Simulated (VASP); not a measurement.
# Te2Mo in VASP: further runs

Aim: see how the results for Te2Mo move with the level of theory and the settings. Levels: PBE exchange alone, PBE. Tasks: single point.

Everything below comes from runs of VASP 6.6.1. Logs are shortened: lines on timing, memory, paths and dates and some standing lists are left out, and cuts for length are marked.

### 1 The cell of the first run

The cell holds a slab with vacuum, 6 atoms: a = 6.319 Å, b = 3.457 Å, c = 35.933 Å, α = 90.00°, β = 90.14°, γ = 90.00°.

### 2 Single point, PBE exchange alone

File INCAR:

```
SYSTEM = Te2Mo
PREC = Accurate
ENCUT = 520
EDIFF = 1E-7
ISMEAR = -1
SIGMA = 0.05
LREAL = .FALSE.
LASPH = .TRUE.
NELM = 100
ALGO = Normal
ISIF = 2
LWAVE = .FALSE.
LCHARG = .TRUE.
GGA = PE
ALDAC = 0.0
AGGAC = 0.0
LELF = .TRUE.
LVHAR = .TRUE.
NBANDS = 35
```

File KPOINTS:

```
regular mesh
0
G
  4 8 1
  0 0 0
```

File POSCAR:

```
Te2Mo
1.0
    6.3189123666      0.0000000000      0.0000000000
    0.0000000000      3.4570439464      0.0000000000
   -0.0851657613      0.0000000000     35.9330919416
Te Mo
4 2
Direct
    0.4292511000      0.7500000000      0.5407035800
    0.5707489000      0.2500000000      0.4592964200
    0.9208478700      0.2500000000      0.5565273200
    0.0791521300      0.7500000000      0.4434726800
    0.1813475600      0.2500000000      0.4974653700
    0.8186524400      0.7500000000      0.5025346300
```

Potentials or basis: VASP PAW PBE potentials, release 64 (Te, Mo_sv).

Run with:

```
$ cat potpaw_PBE.64/Te/POTCAR potpaw_PBE.64/Mo_sv/POTCAR > POTCAR
$ mpirun -np 1 vasp_std > vasp.out
```

OUTCAR:

```text
SYSTEM = Te2Mo
   PREC = Accurate
   ENCUT = 520
   EDIFF = 1E-7
   ISMEAR = -1
   LREAL = .FALSE.
   LASPH = .TRUE.
   NELM = 100
   ISIF = 2
   GGA = PE

 ion  position               nearest neighbor table
   1  0.429  0.750  0.541-   5 2.80   5 2.80   6 2.82   2 3.52   2 3.52   3 3.60   3 3.60
   2  0.571  0.250  0.459-   6 2.80   6 2.80   5 2.82   1 3.52   1 3.52   4 3.60   4 3.60
   3  0.921  0.250  0.557-   6 2.68   6 2.68   5 2.69   1 3.60   1 3.60
   4  0.079  0.750  0.443-   5 2.68   5 2.68   6 2.69   2 3.60   2 3.60
   5  0.181  0.250  0.497-   4 2.68   4 2.68   3 2.69   1 2.80   1 2.80   2 2.82   6 2.88   6 2.88

   6  0.819  0.750  0.503-   3 2.68   3 2.68   4 2.69   2 2.80   2 2.80   1 2.82   5 2.88   5 2.88

  LATTYP: Found a simple monoclinic cell.
 ALAT       =     6.3189123666
 B/A-ratio  =     0.5470947761
 C/A-ratio  =     5.6866104138
 COS(beta)  =    -0.0023701139

  Lattice vectors:

 A1 = (   6.3189123666,   0.0000000000,   0.0000000000)
 A2 = (   0.0000000000,   3.4570439464,   0.0000000000)
 A3 = (  -0.0851657613,   0.0000000000,  35.9330919416)

Analysis of symmetry for initial positions (statically):
=====================================================================
 Subroutine PRICEL returns:
 Original cell was already a primitive cell.

 Routine SETGRP: Setting up the symmetry group for a
 simple monoclinic supercell.

 Subroutine GETGRP returns: Found  4 space group operations
 (whereof  2 operations were pure point group operations)
 out of a pool of  4 trial point group operations.

The static configuration has the point symmetry S_2 .
 The point group associated with its full space group is C_2h.

Analysis of symmetry for dynamics (positions and initial velocities):
=====================================================================
 Subroutine PRICEL returns:
 Original cell was already a primitive cell.

 Routine SETGRP: Setting up the symmetry group for a
 simple monoclinic supercell.

 Subroutine GETGRP returns: Found  4 space group operations
 (whereof  2 operations were pure point group operations)
 out of a pool of  4 trial point group operations.

The dynamic configuration has the point symmetry S_2 .
 The point group associated with its full space group is C_2h.

 Subroutine INISYM returns: Found  4 space group operations
 (whereof  2 operations are pure point group operations),
 and found     1 'primitive' translations

----------------------------------------------------------------------------------------

                                     Primitive cell

  volume of cell :     784.9497

  direct lattice vectors                    reciprocal lattice vectors
     6.318912367  0.000000000  0.000000000     0.158255083  0.000000000  0.000375084
     0.000000000  3.457043946  0.000000000     0.000000000  0.289264474  0.000000000
    -0.085165761  0.000000000 35.933091942     0.000000000  0.000000000  0.027829500

  length of vectors
     6.318912367  3.457043946 35.933192868     0.158255527  0.289264474  0.027829500

  position of ions in fractional coordinates (direct lattice)
     0.429251100  0.750000000  0.540703580
     0.570748900  0.250000000  0.459296420
     0.920847870  0.250000000  0.556527320
     0.079152130  0.750000000  0.443472680
     0.181347560  0.250000000  0.497465370
     0.818652440  0.750000000  0.502534630

  ion indices of the primitive-cell ions
   primitive index   ion index
                 1           1
                 2           2
                 3           3
                 4           4
                 5           5
                 6           6

----------------------------------------------------------------------------------------

 KPOINTS: regular mesh

Automatic generation of k-mesh.
 Grid dimensions read from file:
 generate k-points for:    4    8    1

 Generating k-lattice:

  Cartesian coordinates                     Fractional coordinates (reciprocal lattice)
     0.039563771  0.000000000  0.000093771     0.250000000  0.000000000 -0.000000000
     0.000000000  0.036158059  0.000000000     0.000000000  0.125000000  0.000000000
     0.000000000  0.000000000  0.027829500     0.000000000  0.000000000  1.000000000

  Length of vectors
     0.039563882  0.036158059  0.027829500

  Shift w.r.t. Gamma in fractional coordinates (k-lattice)
     0.000000000  0.000000000  0.000000000

 Subroutine IBZKPT returns following result:
 ===========================================

 Found     15 irreducible k-points:

 Following reciprocal coordinates:
            Coordinates               Weight
  0.000000  0.000000  0.000000      1.000000
  0.250000  0.000000  0.000000      2.000000
  0.500000  0.000000  0.000000      1.000000
  0.000000  0.125000  0.000000      2.000000
  0.250000  0.125000  0.000000      4.000000
  0.500000  0.125000  0.000000      2.000000
  0.000000  0.250000  0.000000      2.000000
  0.250000  0.250000  0.000000      4.000000
  0.500000  0.250000  0.000000      2.000000
  0.000000  0.375000  0.000000      2.000000
  0.250000  0.375000  0.000000      4.000000
  0.500000  0.375000  0.000000      2.000000
  0.000000  0.500000  0.000000      1.000000
  0.250000  0.500000  0.000000      2.000000
  0.500000  0.500000  0.000000      1.000000
   k-points           NKPTS =     15   k-points in BZ     NKDIM =     15   number of bands    NBANDS=     35
   number of dos      NEDOS =    301   number of ions     NIONS =      6
   total plane-waves  NPLWV = 362880
   dimension x,y,z NGX =    48 NGY =   28 NGZ =  270
   dimension x,y,z NGXF=    96 NGYF=   56 NGZF=  540
   ions per type =               4   2
   NGX,Y,Z   is equivalent  to a cutoff of  12.63, 13.46, 12.49 a.u.
   NGXF,Y,Z  is equivalent  to a cutoff of  25.26, 26.93, 24.98 a.u.
 SYSTEM =  Te2Mo
   PREC   = accura    normal or accurate (medium, high low for compatibility)
   ISTART =      0    job   : 0-new  1-cont  2-samecut
   ICHARG =      2    charge: 1-file 2-atom 10-const
   ISPIN  =      1    spin polarized calculation?
   LNONCOLLINEAR =      F non collinear calculations
   LSORBIT =      F    spin-orbit coupling
   LASPH  =      T    aspherical Exc in radial PAW
   ENCUT  =  520.0 eV  38.22 Ry    6.18 a.u.  11.75  6.43 66.81*2*pi/ulx,y,z
   NELM   =    100;   NELMIN=  2; NELMDL= -5     # of ELM steps
   EDIFF  = 0.1E-06   stopping-criterion for ELM
   LREAL  =      F    real-space projection
   EDIFFG = 0.1E-05   stopping-criterion for IOM
   NSW    =      0    number of steps for IOM
   IBRION =     -1    ionic relax: 0-MD 1-quasi-New 2-CG
   NFREE  =      0    steps in history (QN), initial steepest desc. (CG)
   ISIF   =      2    stress and relaxation
   ISYM   =      2    0-nonsym 1-usesym 2-fastsym
   POTIM  = 0.5000    time-step for ionic-motion
   TEBEG  =    0.0;   TEEND  =   0.0 temperature during run
   PSTRESS=    0.0 pullay stress
   NELECT =      52.0000    total number of electrons
   NUPDOWN=      -1.0000    fix difference up-down
   EMIN   =  10.00;   EMAX   =-10.00  energy-range for DOS
   EFERMI =   0.00;   METHOD = LEGACY
   ISMEAR =    -1;   SIGMA  =   0.05  broadening in eV -4-tet -1-fermi 0-gaus
   EFERMI_NEDOS =   21; number of points for ismear=-14 and -15
   IALGO  =     38    algorithm
   IMIX   =      4    mixing-type and parameters
     AMIX     =   0.40;   BMIX     =  1.00
     AMIX_MAG =   1.60;   BMIX_MAG =  1.00
  volume/ion in A,a.u.               =     130.82       882.85
  Fermi-wavevector in a.u.,A,eV,Ry     =   0.662413  1.251779  5.970109  0.438791
  Thomas-Fermi vector in A             =   1.735474
   LORBIT       =      0    0 simple, 1 ext, 2 COOP (PROOUT), +10 PAW based schemes
   GGA     = PE    functional components
   LHFCALC =     F    Hartree Fock is set to
   AEXX    =    0.0000 exact exchange contribution
   IVDW    =     0    specifies the selected vdW correction
   LEPSILON=     F    determine dielectric tensor
   LRPA    =     F    only Hartree local field effects (RPA)
 non-spin polarized calculation
  energy-cutoff  :      520.00
  volume of cell :      784.95
 maximum number of plane-waves:     21257
 NGX is ok and might be reduce to    48
   NGX = 23   NGY = 13   NGZ =133

 number of electron      51.9999996 magnetization

 Free energy of the ion-electron system (eV)
  ---------------------------------------------------
  ext. energy  EPLUGINS =         0.00000000
  ---------------------------------------------------
  free energy    TOTEN  =       -25.09622125 eV

  energy without entropy =      -25.08824671  energy(sigma->0) =      -25.09223398

 E-fermi :  -1.0637     XC(G=0):  -2.0305

 val. band max:       -1.2207401356   @ k =   0.0000   0.1250   0.0000
 cond. band min:      -1.0586442195   @ k =   0.0000   0.1250   0.0000
 fundamental gap:      0.1620959160
 Fermi energy:        -1.0637264000

 k-point     1 :       0.0000    0.0000    0.0000
  band No.  band energies     occupation
      1     -62.0064      2.00000
      2     -61.9433      2.00000
      3     -36.2945      2.00000
      4     -36.2360      2.00000
      5     -36.1755      2.00000
      6     -36.0612      2.00000
[... 27 lines left out ...]
     34       2.3054      0.00000
     35       2.4229      0.00000

 k-point     2 :       0.2500    0.0000    0.0000
  band No.  band energies     occupation
      1     -62.0063      2.00000
      2     -61.9435      2.00000
      3     -36.2904      2.00000
      4     -36.2356      2.00000
      5     -36.1757      2.00000
      6     -36.0616      2.00000
[... 27 lines left out ...]
     34       2.3111      0.00000
     35       2.6295      0.00000

 k-point     3 :       0.5000    0.0000    0.0000
  band No.  band energies     occupation
      1     -62.0061      2.00000
      2     -61.9436      2.00000
      3     -36.2862      2.00000
      4     -36.2352      2.00000
      5     -36.1759      2.00000
      6     -36.0621      2.00000
[... 27 lines left out ...]
     34       2.6951      0.00000
     35       2.8386      0.00000
[... 381 lines left out ...]
 k-point    14 :       0.2500    0.5000    0.0000
  band No.  band energies     occupation
      1     -61.9686      2.00000
      2     -61.9686      2.00000
      3     -36.3528      2.00000
      4     -36.3528      2.00000
      5     -36.1231      2.00000
      6     -36.1231      2.00000
[... 27 lines left out ...]
     34       2.5019      0.00000
     35       3.9144      0.00000

 k-point    15 :       0.5000    0.5000    0.0000
  band No.  band energies     occupation
      1     -61.9686      2.00000
      2     -61.9686      2.00000
      3     -36.3546      2.00000
      4     -36.3546      2.00000
      5     -36.1226      2.00000
      6     -36.1226      2.00000
[... 27 lines left out ...]
     34       2.4422      0.00000
     35       3.5626      0.00000

------------------------ aborting loop because EDIFF is reached ----------------------------------------

  FORCE on cell =-STRESS in cart. coord.  units (eV):
  Direction    XX          YY          ZZ          XY          YZ          ZX
  --------------------------------------------------------------------------------------
  -------------------------------------------------------------------------------------
  Total       15.3456355     15.2845933     12.8627479      0.0000000      0.0000000     -0.0805638
  in kB       31.3222997     31.1977051     26.2544254      0.0000000      0.0000000     -0.1644405
  external PRESSURE =      29.5914767 kB  Pullay stress =       0.0000000 kB

 VOLUME and BASIS-vectors are now :
 -----------------------------------------------------------------------------
  energy-cutoff  :      520.00
  volume of cell :      784.95
      direct lattice vectors                 reciprocal lattice vectors
     6.318912367  0.000000000  0.000000000     0.158255083  0.000000000  0.000375084
     0.000000000  3.457043946  0.000000000     0.000000000  0.289264474  0.000000000
    -0.085165761  0.000000000 35.933091942     0.000000000  0.000000000  0.027829500

 POSITION                                       TOTAL-FORCE (eV/Angst)
 -----------------------------------------------------------------------------------
      2.66635      2.59278     19.42915         0.070989     -0.000000      1.412717
      3.56740      0.86426     16.50394        -0.070989      0.000000     -1.412717
      5.77136      0.86426     19.99775        -0.055174     -0.000000      2.157969
      0.46239      2.59278     15.93534         0.055174     -0.000000     -2.157969
      1.10355      0.86426     17.87547         0.355278     -0.000000      0.081686
      5.13019      2.59278     18.05762        -0.355278     -0.000000     -0.081686
 -----------------------------------------------------------------------------------
    total drift:                                0.000000     -0.000000     -0.000000

  FREE ENERGIE OF THE ION-ELECTRON SYSTEM (eV)
  ---------------------------------------------------
  free  energy   TOTEN  =       -25.0962212476 eV

  energy  without entropy=      -25.0882467101  energy(sigma->0) =      -25.09223398
```

It took 8.5 min on 1 thread of Intel Xeon 6975P-C (Granite Rapids), shared host; peak memory 0.91 GiB.

What came out:

```
Free energy            : -25.0962 eV
Largest force          : 2.159 eV/Å
Band gap on the k mesh : zero (bands 26 and 27 overlap by 0.19 eV)
```

Forces in eV/Å, atoms in the order of the input:
```
Te   0.071  0.000  1.413
Te  -0.071  0.000 -1.413
Te  -0.055  0.000  2.158
Te   0.055  0.000 -2.158
Mo   0.355  0.000  0.082
Mo  -0.355  0.000 -0.082
```

Caveat: spin-orbit coupling is left out, which moves the levels of the heavy elements.

### 3 Single point, PBE exchange alone

This run uses another cell than the first one.

File INCAR:

```
SYSTEM = Te2Mo
AGGAC = 0.0
ALDAC = 0.0
ALGO = Normal
EDIFF = 1E-7
ENCUT = 520
GGA = PE
ISIF = 2
ISMEAR = -1
LASPH = .True.
LCHARG = .False.
LREAL = .False.
LWAVE = .False.
NBANDS = 35
NELM = 80
PREC = Accurate
SIGMA = 0.05
```

File KPOINTS:

```
k-points
0
Gamma
  4 8 1
  0 0 0
```

Changes to POSCAR since step 2:

```diff
@@ -2,5 +2,5 @@
 1.0
-    6.3189123666      0.0000000000      0.0000000000
-    0.0000000000      3.4570439464      0.0000000000
-   -0.0851657613      0.0000000000     35.9330919416
+    6.4453239976      0.0000000000      0.0000000000
+    0.0000000000      3.5262030893      0.0000000000
+   -0.0868695265      0.0000000000     36.6519436197
 Te Mo
```

Potentials or basis: VASP PAW PBE potentials, release 64 (Te, Mo_sv).

Run with:

```
$ cat potpaw_PBE.64/Te/POTCAR potpaw_PBE.64/Mo_sv/POTCAR > POTCAR
$ mpirun -np 1 vasp_std > vasp.out
```

Run time: 8 min. Hardware: 1 thread of Intel Xeon 6975P-C (Granite Rapids), shared host; peak memory 0.94 GiB.

Results (log left out):

| Quantity | Value |
| --- | --- |
| Free energy | -25.7836 eV |
| Largest force | 1.138 eV/Å |
| Band gap on the k mesh | zero (bands 26 and 27 overlap by 0.14 eV) |

Forces in eV/Å, atoms in the order of the input:
```
Te   0.004  0.000  0.813
Te  -0.004  0.000 -0.813
Te  -0.029  0.000  1.138
Te   0.029  0.000 -1.138
Mo   0.132  0.000  0.019
Mo  -0.132  0.000 -0.019
```

Levels at points of the mesh, in eV from the Fermi level:
```
           k point  band 22  band 23  band 24  band 25  band 26  band 27  band 28  band 29  band 30  band 31
(0.00, 0.00, 0.00)    -1.26    -0.89    -0.58    -0.30     0.15     0.63     0.97     1.62     2.05     2.09
(0.50, 0.00, 0.00)    -1.21    -1.19    -0.77    -0.74    -0.64     0.15     0.98     1.38     1.69     2.63
(0.00, 0.50, 0.00)    -2.38    -1.53    -1.53    -1.32    -1.32     1.12     1.12     1.40     1.40     1.92
(0.50, 0.50, 0.00)    -2.13    -1.63    -1.63    -0.79    -0.79     1.04     1.04     1.82     1.82     2.23
```

Caveat: spin-orbit coupling is left out, which moves the levels of the heavy elements.

[end of part 1 of 2]
